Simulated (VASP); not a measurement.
# BaTiO3 in VASP: notebook, part 3 of 3

VASP 6.6.1. The steps go on from the part before.

## (4) Single point, PBE (atoms moved at random)

INCAR

```
SYSTEM = BaTiO3
PREC = Accurate ; ENCUT = 520
EDIFF = 1E-6 ; ISMEAR = -1
SIGMA = 0.05 ; LREAL = .FALSE.
LASPH = .TRUE. ; NELM = 60
ALGO = Normal ; ISIF = 2
LWAVE = .FALSE. ; LCHARG = .FALSE.
GGA = PE ; NBANDS = 28
```

KPOINTS

```
regular mesh
0
G
  7 7 7
  0 0 0
```

POSCAR

```
BaTiO3
1.0
    4.0060000000      0.0000000000      0.0000000000
    0.0000000000      4.0060000000      0.0000000000
    0.0000000000      0.0000000000      4.0060000000
Ba Ti O
1 1 3
Direct
    0.4995820000      0.4932190000      0.5062780000
    0.0000700000     -0.0020440000     -0.0109340000
    0.0033810000      0.0076360000      0.4931720000
    0.0002570000      0.4939700000      0.0067890000
    0.5026220000     -0.0065370000      0.0085460000
```

Potentials or basis: VASP PAW PBE potentials, release 64 (Ba_sv, Ti_sv, O).

Launch:

```sh
$ cat potpaw_PBE.64/Ba_sv/POTCAR potpaw_PBE.64/Ti_sv/POTCAR potpaw_PBE.64/O/POTCAR > POTCAR
$ mpirun -np 1 vasp_std > vasp.out
```

OUTCAR:

```text
SYSTEM = BaTiO3
   PREC = Accurate
   ENCUT = 520
   EDIFF = 1E-6
   ISMEAR = -1
   LREAL = .FALSE.
   LASPH = .TRUE.
   NELM = 60
   ISIF = 2
   GGA = PE

 ion  position               nearest neighbor table
   1  0.500  0.493  0.506-   3 2.78   3 2.80   5 2.83   5 2.83   4 2.83   4 2.83   4 2.83   4 2.84
                             5 2.84   5 2.84   3 2.86   3 2.88   2 3.42   2 3.42   2 3.44   2 3.44
   2  0.000  0.998  0.989-   3 1.99   4 1.99   5 1.99   5 2.01   3 2.02   4 2.02   1 3.42   1 3.42
                             1 3.44   1 3.44   1 3.50   1 3.50   1 3.52   1 3.52
   3  0.003  0.008  0.493-   2 1.99   2 2.02   1 2.78   1 2.80   1 2.86   1 2.88
   4  0.000  0.494  0.007-   2 1.99   2 2.02   1 2.83   1 2.83   1 2.83   1 2.84
   5  0.503  0.993  0.009-   2 1.99   2 2.01   1 2.83   1 2.83   1 2.84   1 2.84

  LATTYP: Found a simple cubic cell.
 ALAT       =     4.0060000000

  Lattice vectors:

 A1 = (   4.0060000000,   0.0000000000,   0.0000000000)
 A2 = (   0.0000000000,   4.0060000000,   0.0000000000)
 A3 = (   0.0000000000,   0.0000000000,   4.0060000000)

Analysis of symmetry for initial positions (statically):
=====================================================================
 Subroutine PRICEL returns:
 Original cell was already a primitive cell.

 Routine SETGRP: Setting up the symmetry group for a
 simple cubic supercell.

 Subroutine GETGRP returns: Found  1 space group operations
 (whereof  1 operations were pure point group operations)
 out of a pool of 48 trial point group operations.

The static configuration has the point symmetry C_1 .

Analysis of symmetry for dynamics (positions and initial velocities):
=====================================================================
 Subroutine PRICEL returns:
 Original cell was already a primitive cell.

 Routine SETGRP: Setting up the symmetry group for a
 simple cubic supercell.

 Subroutine GETGRP returns: Found  1 space group operations
 (whereof  1 operations were pure point group operations)
 out of a pool of 48 trial point group operations.

The dynamic configuration has the point symmetry C_1 .

 Subroutine INISYM returns: Found  1 space group operations
 (whereof  1 operations are pure point group operations),
 and found     1 'primitive' translations

----------------------------------------------------------------------------------------

                                     Primitive cell

  volume of cell :      64.2884

  direct lattice vectors                    reciprocal lattice vectors
     4.006000000  0.000000000  0.000000000     0.249625562  0.000000000  0.000000000
     0.000000000  4.006000000  0.000000000     0.000000000  0.249625562  0.000000000
     0.000000000  0.000000000  4.006000000     0.000000000  0.000000000  0.249625562

  length of vectors
     4.006000000  4.006000000  4.006000000     0.249625562  0.249625562  0.249625562

  position of ions in fractional coordinates (direct lattice)
     0.499582000  0.493219000  0.506278000
     0.000070000  0.997956000  0.989066000
     0.003381000  0.007636000  0.493172000
     0.000257000  0.493970000  0.006789000
     0.502622000  0.993463000  0.008546000

  ion indices of the primitive-cell ions
   primitive index   ion index
[... 29 lines left out ...]

 Found    172 irreducible k-points:

 Following reciprocal coordinates:
            Coordinates               Weight
  0.000000  0.000000  0.000000      1.000000
  0.142857  0.000000  0.000000      2.000000
  0.000000  0.142857  0.000000      2.000000
  0.000000  0.000000  0.142857      2.000000
  0.285714  0.000000  0.000000      2.000000
  0.000000  0.285714  0.000000      2.000000
[... 16 lines left out ...]
  0.000000 -0.285714  0.142857      2.000000
 -0.142857  0.000000  0.285714      2.000000
 [... further k-points ...]
   k-points           NKPTS =    172   k-points in BZ     NKDIM =    172   number of bands    NBANDS=     28
   number of dos      NEDOS =    301   number of ions     NIONS =      5
   total plane-waves  NPLWV =  27000
   dimension x,y,z NGX =    30 NGY =   30 NGZ =   30
   dimension x,y,z NGXF=    60 NGYF=   60 NGZF=   60
   ions per type =               1   1   3
   NGX,Y,Z   is equivalent  to a cutoff of  12.45, 12.45, 12.45 a.u.
   NGXF,Y,Z  is equivalent  to a cutoff of  24.90, 24.90, 24.90 a.u.
 SYSTEM =  BaTiO3
   PREC   = accura    normal or accurate (medium, high low for compatibility)
   ISTART =      0    job   : 0-new  1-cont  2-samecut
   ICHARG =      2    charge: 1-file 2-atom 10-const
   ISPIN  =      1    spin polarized calculation?
   LNONCOLLINEAR =      F non collinear calculations
   LSORBIT =      F    spin-orbit coupling
   LASPH  =      T    aspherical Exc in radial PAW
   ENCUT  =  520.0 eV  38.22 Ry    6.18 a.u.   7.45  7.45  7.45*2*pi/ulx,y,z
   NELM   =     60;   NELMIN=  2; NELMDL= -5     # of ELM steps
   EDIFF  = 0.1E-05   stopping-criterion for ELM
   LREAL  =      F    real-space projection
   EDIFFG = 0.1E-04   stopping-criterion for IOM
   NSW    =      0    number of steps for IOM
   IBRION =     -1    ionic relax: 0-MD 1-quasi-New 2-CG
   NFREE  =      0    steps in history (QN), initial steepest desc. (CG)
   ISIF   =      2    stress and relaxation
   ISYM   =      2    0-nonsym 1-usesym 2-fastsym
   POTIM  = 0.5000    time-step for ionic-motion
   TEBEG  =    0.0;   TEEND  =   0.0 temperature during run
   PSTRESS=    0.0 pullay stress
   NELECT =      40.0000    total number of electrons
   NUPDOWN=      -1.0000    fix difference up-down
   EMIN   =  10.00;   EMAX   =-10.00  energy-range for DOS
   EFERMI =   0.00;   METHOD = LEGACY
   ISMEAR =    -1;   SIGMA  =   0.05  broadening in eV -4-tet -1-fermi 0-gaus
   EFERMI_NEDOS =   21; number of points for ismear=-14 and -15
   IALGO  =     38    algorithm
   IMIX   =      4    mixing-type and parameters
     AMIX     =   0.40;   BMIX     =  1.00
     AMIX_MAG =   1.60;   BMIX_MAG =  1.00
  volume/ion in A,a.u.               =      12.86        86.77
  Fermi-wavevector in a.u.,A,eV,Ry     =   1.397603  2.641087 26.576187  1.953295
  Thomas-Fermi vector in A             =   2.520843
   LORBIT       =      0    0 simple, 1 ext, 2 COOP (PROOUT), +10 PAW based schemes
   GGA     = PE    functional components
   LHFCALC =     F    Hartree Fock is set to
   AEXX    =    0.0000 exact exchange contribution
   IVDW    =     0    specifies the selected vdW correction
   LEPSILON=     F    determine dielectric tensor
   LRPA    =     F    only Hartree local field effects (RPA)
 non-spin polarized calculation
  energy-cutoff  :      520.00
  volume of cell :       64.29
 maximum number of plane-waves:      1759
 NGX is ok and might be reduce to    30
   NGX = 15   NGY = 15   NGZ = 15

 number of electron      40.0000007 magnetization

 Free energy of the ion-electron system (eV)
  ---------------------------------------------------
  ext. energy  EPLUGINS =         0.00000000
  ---------------------------------------------------
  free energy    TOTEN  =       -39.93458040 eV

  energy without entropy =      -39.93458040  energy(sigma->0) =      -39.93458040

 E-fermi :   4.7015     XC(G=0): -11.2466

 val. band max:        3.7570207822   @ k =  -0.4286  -0.4286   0.4286
 cond. band min:       5.5575628528   @ k =   0.0000   0.0000   0.0000
 fundamental gap:      1.8005420706
 Fermi energy:         4.7014886429

 k-point     1 :       0.0000    0.0000    0.0000
  band No.  band energies     occupation
      1     -52.8341      2.00000
      2     -29.0443      2.00000
      3     -29.0438      2.00000
      4     -29.0436      2.00000
      5     -21.0063      2.00000
      6     -13.0737      2.00000
[... 733 lines left out ...]
     27      10.6319      0.00000
     28      12.4118      0.00000

 [... further k-points ...]

------------------------ aborting loop because EDIFF is reached ----------------------------------------

  FORCE on cell =-STRESS in cart. coord.  units (eV):
  Direction    XX          YY          ZZ          XY          YZ          ZX
  --------------------------------------------------------------------------------------
  -------------------------------------------------------------------------------------
  Total        1.4042461      1.4179202      1.3302488      0.0098493     -0.0130120      0.0105488
  in kB       34.9962079     35.3369882     33.1520688      0.2454612     -0.3242810      0.2628953
  external PRESSURE =      34.4950883 kB  Pullay stress =       0.0000000 kB

 VOLUME and BASIS-vectors are now :
 -----------------------------------------------------------------------------
  energy-cutoff  :      520.00
  volume of cell :       64.29
      direct lattice vectors                 reciprocal lattice vectors
     4.006000000  0.000000000  0.000000000     0.249625562  0.000000000  0.000000000
     0.000000000  4.006000000  0.000000000     0.000000000  0.249625562  0.000000000
     0.000000000  0.000000000  4.006000000     0.000000000  0.000000000  0.249625562

 POSITION                                       TOTAL-FORCE (eV/Angst)
 -----------------------------------------------------------------------------------
      2.00133      1.97584      2.02815         0.039102      0.126491     -0.287644
      0.00028      3.99781      3.96220        -0.052261      0.032978      0.242106
      0.01354      0.03059      1.97565        -0.029796     -0.297644      0.680007
      0.00103      1.97884      0.02720         0.032635      0.153693     -0.300204
      2.01350      3.97981      0.03424         0.010321     -0.015519     -0.334265
 -----------------------------------------------------------------------------------
    total drift:                                0.001337     -0.000526      0.000039

  FREE ENERGIE OF THE ION-ELECTRON SYSTEM (eV)
  ---------------------------------------------------
  free  energy   TOTEN  =       -39.9345803993 eV

  energy  without entropy=      -39.9345803973  energy(sigma->0) =      -39.93458040
```

stdout:

```text
POSCAR found type information on POSCAR BaTiO
 POSCAR found :  3 types and       5 ions
 scaLAPACK will be used
 LDA part: xc-table for (Slater+PW92), standard interpolation
 POSCAR, INCAR and KPOINTS ok, starting setup
 FFT: planning ... GRIDC
 FFT: planning ... GRID_SOFT
 FFT: planning ... GRID
 WAVECAR not read
 entering main loop
```

Run time: 7.6 min. Hardware: 1 thread of AMD EPYC 7R43 (Zen 3), shared host; peak memory 0.36 GiB.

Results:

* Free energy: -39.9346 eV
* Pressure: 3.4 GPa
* Largest force: 0.743 eV/Å
* Band gap on the k mesh: 1.80 eV (least direct gap 1.90 eV)

Forces in eV/Å, atoms in the order of the input:
```
Ba   0.039  0.126 -0.288
Ti  -0.052  0.033  0.242
O   -0.030 -0.298  0.680
O    0.033  0.154 -0.300
O    0.010 -0.016 -0.334
```

Stress tensor (GPa, compression positive):
```
 3.50  0.02  0.03
 0.02  3.53 -0.03
 0.03 -0.03  3.32
```

Levels at points of the mesh, in eV from the valence-band top:
```csv
k point,band 17,band 18,band 19,band 20,band 21,band 22,band 23,band 24
"(0.00, 0.00, 0.00)",-1.03,-0.12,-0.11,-0.10,1.80,1.84,1.85,3.95
```

Caveat: the cell differs from its parent crystal (atoms moved at random); the cell stands under pressure; spin-orbit coupling is left out, which moves the levels of the heavy elements.

## (5) Single point, PBE

This run uses another cell than the first one, of 12.99 Å³/atom.

INCAR

```
ALGO     = Normal         # electronic algorithm
EDIFF    = 1E-6           # SCF threshold, eV
ENCUT    = 1340           # plane-wave cutoff, eV
GGA      = PE             # functional
GGA_COMPAT= F            
ISIF     = 2              # what is computed and relaxed
ISMEAR   = -1             # smearing method
LASPH    = T              # aspherical terms in the spheres
LCHARG   = F              # write CHGCAR
LREAL    = F              # projectors in reciprocal space
LWAVE    = F              # write WAVECAR
NBANDS   = 28             # bands
NELM     = 120            # most SCF steps
PREC     = Accurate       # precision mode
SIGMA    = 0.05           # smearing width, eV
```

KPOINTS

```
k-points
0
Gamma
  7 7 7
```

POSCAR

```
BaTiO3
1.0
    4.0192428844      0.0000000000      0.0000000000
    0.0000000000      4.0192428844      0.0000000000
    0.0000000000      0.0000000000      4.0192428844
Ba Ti O
1 1 3
Direct
    0.5000000000      0.5000000000      0.5000000000
    0.0000000000      0.0000000000      0.0000000000
    0.0000000000      0.0000000000      0.5000000000
    0.0000000000      0.5000000000      0.0000000000
    0.5000000000      0.0000000000      0.0000000000
```

Potentials or basis: VASP PAW PBE potentials, release 64 (Ba_sv, Ti_sv, O_h).

Launch:

```sh
$ cat potpaw_PBE.64/Ba_sv/POTCAR potpaw_PBE.64/Ti_sv/POTCAR potpaw_PBE.64/O_h/POTCAR > POTCAR
$ mpirun -np 1 vasp_std > vasp.out
```

It took 2.7 min on 1 thread of Intel Xeon Platinum 8559C (Emerald Rapids), shared host; peak memory 0.41 GiB.

Results (log left out):

* Free energy: -40.0085 eV
* Pressure: 1.6 GPa
* Band gap on the k mesh: 1.78 eV (least direct gap 1.88 eV)

Levels at points of the mesh, in eV from the valence-band top:
| k point | band 18 | band 19 | band 20 | band 21 | band 22 | band 23 |
| --- | --- | --- | --- | --- | --- | --- |
| (0.00, 0.00, 0.00) | -0.10 | -0.10 | -0.10 | 1.78 | 1.78 | 1.78 |

Caveat: spin-orbit coupling is left out, which moves the levels of the heavy elements; an odd mesh through Γ misses points on the zone boundary, where band edges can lie. As with any semilocal functional, this PBE gap is likely too small.

## (6) Summary

| level | potentials or basis | cell | cutoff (eV) | gap on the mesh (eV) | pressure (GPa) |
| --- | --- | --- | --- | --- | --- |
| LDA | VASP PAW LDA potentials, release 64 (Ba_sv, Ti_sv, O_h) | a = 3.952 Å, 5 atoms, atomic positions A | 1340 | 1.80 | -0.2 |
| PBE | VASP PAW PBE potentials, release 64 (Ba_sv, Ti_sv, O) | a = 4.033 Å, 5 atoms, atomic positions A | 520 | 1.76 | 0.1 |
| PBE | VASP PAW PBE potentials, release 64 (Ba_sv, Ti_sv, O) | a = 4.006 Å, 5 atoms, atomic positions B | 520 | 1.80 | 3.4 |
| PBE | VASP PAW PBE potentials, release 64 (Ba_sv, Ti_sv, O_h) | a = 4.019 Å, 5 atoms, atomic positions A | 1340 | 1.78 | 1.6 |

Alike in all rows: task single point; no spin polarisation; k mesh 7 × 7 × 7; smearing fermi-dirac 0.05 eV.

Caveats: spin-orbit coupling is left out, which moves the levels of the heavy elements; an odd mesh through Γ misses points on the zone boundary, where band edges can lie (at least some runs); the cell stands under pressure (at least some runs).

Absolute energies hang on the potentials; compare differences alone.
